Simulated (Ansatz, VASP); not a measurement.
**Ge in VASP and in Ansatz**

Contents of POSCAR:

```
Ge
1.0
    1.3971490000     -2.6005160000      0.0000000000
    1.3971490000      2.6005160000      0.0000000000
    0.0000000000      0.0000000000      2.6982310000
Ge
1
Direct
    0.5000000000      0.5000000000      0.0000000000
```

The input INCAR.step1:

```
SYSTEM = Ge
ALGO = Normal
EDIFF = 1E-4
ENCUT = 520
GGA = PE
GGA_COMPAT = .FALSE.
ISMEAR = -1
LASPH = .TRUE.
LCHARG = .FALSE.
LNONCOLLINEAR = .TRUE.
LREAL = .FALSE.
LSORBIT = .TRUE.
LWAVE = .TRUE.
MAGMOM = 0 0 0
NBANDS = 25
NELM = 150
PREC = Accurate
SIGMA = 0.05
```

Contents of INCAR.step2:

```
SYSTEM = Ge
ALGO = Normal
EDIFF = 1E-6
ENCUT = 520
GGA_COMPAT = .FALSE.
ISIF = 2
ISMEAR = -1
ISTART = 1
LASPH = .TRUE.
LCHARG = .FALSE.
LMIXTAU = .TRUE.
LNONCOLLINEAR = .TRUE.
LORBIT = 11
LORBMOM = .TRUE.
LREAL = .FALSE.
LSORBIT = .TRUE.
LWAVE = .FALSE.
MAGMOM = 0 0 0
METAGGA = R2SCAN
NBANDS = 25
NELM = 150
PREC = Accurate
SIGMA = 0.05
```

Contents of KPOINTS:

```
k-points
0
G
  8 8 7
  0 0 0
```

input.yaml

```yaml
crystal:
  lattice:
    - [1.397149, -2.600516, 0.0]
    - [1.397149, 2.600516, 0.0]
    - [0.0, 0.0, 2.698231]
  atoms:
    - { symbol: Ge, position: [0.5, 0.5, 0.0] }
hamiltonian:
  xc: r2scan
  pseudopotentials: { kind: paw_fr }
magnetization:
  noncollinear: true
  spin_orbit: true
kpoints:
  mp_grid: { grid: [8, 8, 7] }
  band_path:
    path:
      - [[0.0, 0.0, 0.0], [0.3221616403, 0.3221616403, 0.0], [0.0, 0.5, 0.0], [0.0, 0.5, 0.5], [0.3221616403, 0.3221616403, 0.5], [0.0, 0.0, 0.5], [0.0, 0.0, 0.0], [-0.5, 0.5, 0.0], [-0.3221616403, 0.6778383597, 0.0], [-0.3221616403, 0.6778383597, 0.5], [-0.5, 0.5, 0.5], [-0.5, 0.5, 0.0]]
      - [[0.0, 0.0, 0.5], [-0.5, 0.5, 0.5]]
    npoints: 14
scf:
  occupations: { method: fermi_dirac, width: 0.05 }
  n_extra_bands: 6
output:
  forces: true
  stress: true
  eigenvalues: true
  fatbands: true
```

Alike in both runs: functional r2SCAN; k mesh 8 × 8 × 7; occupations fermi-dirac, width 0.05 eV; non-collinear spin, spin-orbit coupling.

|  | VASP | Ansatz |
| --- | --- | --- |
| version | VASP 6.6.1 | Ansatz 0.2.0 |
| potentials or method | VASP PAW PBE potentials, release 64 (Ge_d) | Ansatz PAW |
| plane-wave cutoff (eV) | 520 | 500 |
| valence electrons in the cell | 14 | 14 |
| task | single point | band structure |

```tsv
	VASP	Ansatz	Ansatz less VASP
pressure (GPa)	-3.0	-3.0	+0.08
traceless stress, the component that is largest in VASP (GPa)	-2.10	-2.10	-0.005
```

VASP's potentials were made for PBE, not for r2SCAN. With one functional, cell and mesh, what is left measures potentials, basis and numerics.
